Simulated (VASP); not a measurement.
Crystal: SrO.

```
CELL_PARAMETERS angstrom
1.79634 1.03712 6.25041
-1.79634 1.03712 6.25041
0.00000 -2.07424 6.25041
ATOMIC_POSITIONS crystal
Sr 0.12447 0.12447 0.12447
Sr 0.95529 0.95529 0.95529
O 0.54048 0.54048 0.54048
O 0.37162 0.37162 0.37162
```

Base run:

```yaml
Program: VASP 6.6.1
Functional: PBE
Potentials_or_basis: VASP PAW PBE potentials, release 64 (Sr_sv, O)
Cutoff: 520 eV
k_mesh: 6 × 6 × 6
Occupations: gaussian, width 0.02 eV
Spin: no spin polarisation
```

Its results: band gap on the k mesh 3.31 eV; pressure 0.5 GPa; largest force 0.007 eV/Å.

Task: The run is repeated on the same cell with these changes: functional from PBE to r2SCAN. What comes out?

Result: Band gap on the k mesh 3.87 eV (least direct gap 3.90 eV); pressure -1.4 GPa; largest force 0.034 eV/Å.

Caveats: the PAW data sets were made with another functional, which shifts forces and pressure a little (at least some runs).

A k mesh can miss the band edges.
